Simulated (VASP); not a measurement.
**Ti3Ag: relaxation of cell and atoms with LDA**

The system is Ti3Ag.

```
CELL_PARAMETERS angstrom
3.98926 0.00000 0.00000
0.00000 3.98926 0.00000
0.00000 0.00000 3.98509
ATOMIC_POSITIONS crystal
Ti 0.00000 0.50000 0.50000
Ti 0.50000 0.00000 0.50000
Ti 0.50000 0.50000 0.00000
Ag 0.00000 0.00000 0.00000
```

| Property | Result |
| --- | --- |
| Program | VASP 6.6.1 |
| Task | relaxation of cell and atoms |
| Functional | LDA |
| Potentials or basis | VASP PAW LDA potentials, release 64 (Ti_sv, Ag) |
| Cutoff | 600 eV |
| k mesh | 10 × 10 × 10 |
| Occupations | fermi-dirac, width 0.15 eV |
| Spin | no spin polarisation |
| Dipole correction | no |
| Further INCAR settings | ALGO = Fast; EDIFF = 1e-07; IBRION = 2; EDIFFG = -0.001; NSW = 80; ISIF = 3 |

```
Relaxed volume                        : 15.93 Å³/atom
Relaxed cell                          : a = 3.994 Å, b = 3.994 Å, c = 3.994 Å, α = 90.00°, β = 90.00°, γ = 90.00°
Space group after relaxing (to 0.1 Å) : Pm-3m (No. 221)
Energy gained by relaxing             : 0.1 meV/atom
Ionic steps                           : 7
Pressure after relaxing               : 0.0 GPa
Band gap on the k mesh                : zero (an odd number of electrons rules out a gap without spin polarisation)
```

Step by step:
| step | energy change (eV) | largest force (eV/Å) | pressure (GPa) | volume (Å³) |
| --- | --- | --- | --- | --- |
| 1 | 0.0000 | 0.0000 | 0.65 | 63.42 |
| 2 | 0.0000 | 0.0000 | -0.62 | 64.01 |
| 3 | -0.0006 | 0.0000 | 0.00 | 63.71 |
| 4 | -0.0006 | 0.0000 | 0.00 | 63.72 |
| 5 | -0.0006 | 0.0000 | -0.01 | 63.72 |
| 6 | -0.0006 | 0.0000 | -0.01 | 63.72 |
| 7 | -0.0006 | 0.0000 | -0.01 | 63.72 |

Final structure:
```
Ti Ag
1.0
     3.99425    0.00000    0.00000
     0.00000    3.99425    0.00000
     0.00000    0.00000    3.99376
Ti Ag
3 1
Direct
  0.00000 0.50000 0.50000
  0.50000 0.00000 0.50000
  0.50000 0.50000 0.00000
  0.00000 0.00000 0.00000
```

Levels at points of the mesh, in eV from the Fermi level:
| k point | band 20 | band 21 | band 22 | band 23 | band 24 | band 25 | band 26 | band 27 | band 28 |
| --- | --- | --- | --- | --- | --- | --- | --- | --- | --- |
| (0.00, 0.00, 0.00) | -0.61 | -0.61 | -0.61 | -0.07 | -0.06 | 2.47 | 2.47 | 2.47 | 2.72 |
| (0.50, 0.00, 0.00) | -1.85 | -0.75 | -0.70 | -0.70 | 0.87 | 0.87 | 0.90 | 1.11 | 1.74 |
| (0.50, 0.50, 0.00) | -2.44 | -1.12 | -0.81 | -0.38 | -0.18 | -0.18 | 1.13 | 1.13 | 1.72 |
| (0.00, 0.00, 0.50) | -1.85 | -0.75 | -0.70 | -0.70 | 0.87 | 0.87 | 0.90 | 1.11 | 1.74 |
| (0.50, 0.00, 0.50) | -2.44 | -1.12 | -0.81 | -0.39 | -0.18 | -0.18 | 1.13 | 1.13 | 1.72 |
| (0.50, 0.50, 0.50) | -1.11 | -1.11 | 0.29 | 0.29 | 0.29 | 0.68 | 0.68 | 0.68 | 1.05 |

Run time: 14 min on 1 thread of Intel(R) Xeon(R) Platinum 8559C (Emerald Rapids) (shared host), peak memory 0.36 GiB.
